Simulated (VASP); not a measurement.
A run of VASP 6.6.1:

Contents of INCAR:

```
  PREC = Accurate
  ENCUT = 520
  EDIFF = 1E-6
  ISMEAR = 0
  SIGMA = 0.1
  LREAL = False
  LASPH = True
  NELM = 80
  ALGO = Normal
  ISIF = 2
  LWAVE = False
  LCHARG = True
  GGA = PE
  LELF = True
  LVHAR = True
  NBANDS = 32
```

The input KPOINTS:

```
regular mesh
0
Gamma
  8 8 8
```

File POSCAR:

```
GaP2
1.0
    5.4851577596      0.0000000000      0.0000000000
    0.0000000000      5.4851577596      0.0000000000
    0.0000000000      0.0000000000      4.5788117298
Ga P
2 4
Direct
    0.0000000000      0.0000000000      0.0000000000
    0.5000000000      0.5000000000      0.5000000000
    0.3635576121      0.3635576121      0.0000000000
    0.1364423879      0.8635576121      0.5000000000
    0.6364423879      0.6364423879      0.0000000000
    0.8635576121      0.1364423879      0.5000000000
```

Potentials or basis: VASP PAW PBE potentials, release 64 (Ga_d, P).

The run is started by

```sh
$ cat potpaw_PBE.64/Ga_d/POTCAR potpaw_PBE.64/P/POTCAR > POTCAR
$ mpirun -np 1 vasp_std > vasp.out
```

Hardware: 1 thread of Intel Xeon 8259CL, with other jobs on the host.

Q: How long does it take, and how much memory?

A: Wall time 9.5 min on 1 thread of Intel Xeon 8259CL, on a shared host, peak memory 0.41 GiB. Counts: scf iterations 14, k points 75.
